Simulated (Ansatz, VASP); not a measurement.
Two plane-wave programs on Pb2Se

File INCAR:

```
SYSTEM = Pb2Se
PREC = Accurate ; ENCUT = 520
EDIFF = 1E-6 ; ISMEAR = 0
SIGMA = 0.1 ; LREAL = .FALSE.
LASPH = .TRUE. ; NELM = 60
ALGO = Normal ; ISIF = 2
LWAVE = .FALSE. ; LCHARG = .FALSE.
GGA = PE ; NBANDS = 43
```

The input KPOINTS:

```
Automatic mesh
0
G
  4 4 2
  0 0 0
```

POSCAR

```
Pb2Se
1.0
    4.0458325733      0.0000000000      0.0000000000
    0.0000000000      4.0458325733      0.0000000000
    0.0000000000      0.0000000000     11.6673063669
Pb Se
4 2
Direct
    0.0000000000      0.5000000000      0.1250000000
    0.0000000000      0.5000000000      0.6250000000
    0.5000000000      0.0000000000      0.3750000000
    0.5000000000      0.0000000000      0.8750000000
    0.0000000000      0.0000000000      0.0000000000
    0.5000000000      0.5000000000      0.5000000000
```

Input for Ansatz:

```yaml
crystal:
  lattice:
    - [4.0458325733, 0.0, 0.0]
    - [0.0, 4.0458325733, 0.0]
    - [0.0, 0.0, 11.6673063669]
  atoms:
    - { symbol: Pb, position: [0.0, 0.5, 0.125] }
    - { symbol: Pb, position: [0.0, 0.5, 0.625] }
    - { symbol: Pb, position: [0.5, 0.0, 0.375] }
    - { symbol: Pb, position: [0.5, 0.0, 0.875] }
    - { symbol: Se, position: [0.0, 0.0, 0.0] }
    - { symbol: Se, position: [0.5, 0.5, 0.5] }
basis:
  ecutwfc: 420
kpoints:
  mp_grid: { grid: [4, 4, 2] }
hamiltonian:
  xc: pbe
scf:
  occupations: { method: gaussian, width: 0.1 }
  lower_state_search: "off"
output:
  forces: true
  stress: true
  eigenvalues: true
```

Alike in both runs: task single point; functional PBE; k mesh 4 × 4 × 2; occupations gaussian, width 0.1 eV; no spin polarisation.

|  | VASP | Ansatz |
| --- | --- | --- |
| version | VASP 6.6.1 | Ansatz 0.2.0 |
| potentials or method | VASP PAW PBE potentials, release 64 (Pb_d, Se), cutoff 520 eV | scalar-relativistic, plane waves, PAW |
| valence electrons in the cell | 68 | 88 |

Ansatz gave:

```
gap on the k mesh at the Fermi level (eV)                     : none
pressure (GPa)                                                : 17.4
traceless stress, the component that is largest in VASP (GPa) : 0.81
rms of the force components (eV/Å)                            : 1.874
```

Problem. What did VASP give for the same quantities?

Solution. gap on the k mesh at the Fermi level (eV): none; pressure (GPa): 17.4; traceless stress, the component that is largest in VASP (GPa): 0.80; rms of the force components (eV/Å): 1.880.

Atom by atom the forces differ by 0.006 eV/Å (rms over components). A gap of «none» marks a metal or a gap that the smearing closes. The functional is the same, so the differences come from potentials, cutoffs and numerics. VASP's potentials hold 68 valence electrons a cell and Ansatz's 88, so a difference there can come from the potentials and not from the codes.

The k mesh is coarse, so the values compare programs but aren't converged. Neither program's run includes spin-orbit coupling.
